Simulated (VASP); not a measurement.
Wanted: the native input for a VASP 6.6.1 run.

```
Task                   : single point
Functional             : PBEsol
Potentials or basis    : VASP PAW PBE potentials, release 64 (Mn_pv, S)
Cutoff                 : 520 eV
k mesh                 : 9 × 9 × 9
Occupations            : fermi-dirac, width 0.05 eV
Spin                   : collinear spin, ferromagnetic start
Starting moments       : [4.0, 0.0] μB
Dipole correction      : no
Further INCAR settings : ALGO = Normal; EDIFF = 1e-06; NBANDS = 20
```

The structure of MnS lies in POSCAR:

```
MnS
1.0
    0.0000000000      2.4560775098      2.4560775098
    2.4560775098      0.0000000000      2.4560775098
    2.4560775098      2.4560775098      0.0000000000
Mn S
1 1
Direct
    0.0000000000      0.0000000000      0.0000000000
    0.7500000000      0.7500000000      0.7500000000
```

One way to write it, as run:

INCAR

```
  ALGO = Normal
  EDIFF = 1E-6
  ENCUT = 520
  GGA = PS
  ISIF = 2
  ISMEAR = -1
  ISPIN = 2
  LASPH = T
  LCHARG = F
  LMAXMIX = 4
  LORBIT = 11
  LREAL = F
  LWAVE = F
  MAGMOM = 4 0
  NBANDS = 20
  NELM = 150
  PREC = Accurate
  SIGMA = 0.05
```

KPOINTS

```
k-points
0
Gamma
  9 9 9
```

Potentials or basis: VASP PAW PBE potentials, release 64 (Mn_pv, S).

The run is started by

```sh
$ cat potpaw_PBE.64/Mn_pv/POTCAR potpaw_PBE.64/S/POTCAR > POTCAR
$ mpirun -np 1 vasp_std > vasp.out
```

Results of the run:

```json
{"Pressure": "0.2 GPa", "Net moment": "0.20 μB per cell", "Site moments": "Mn +0.20; S -0.01 μB", "Valence electrons inside the program's atomic spheres": "Mn 12.09; S 3.73"}
```

Caveat: the PAW data sets were made with another functional, which shifts forces and pressure a little; the moment fell far below its start of 4 μB, so a state of higher moment may lie lower in energy.

Wall time 27 s on 1 thread of Intel(R) Xeon(R) 6975P-C (Granite Rapids), on a shared host, peak memory 0.18 GiB.
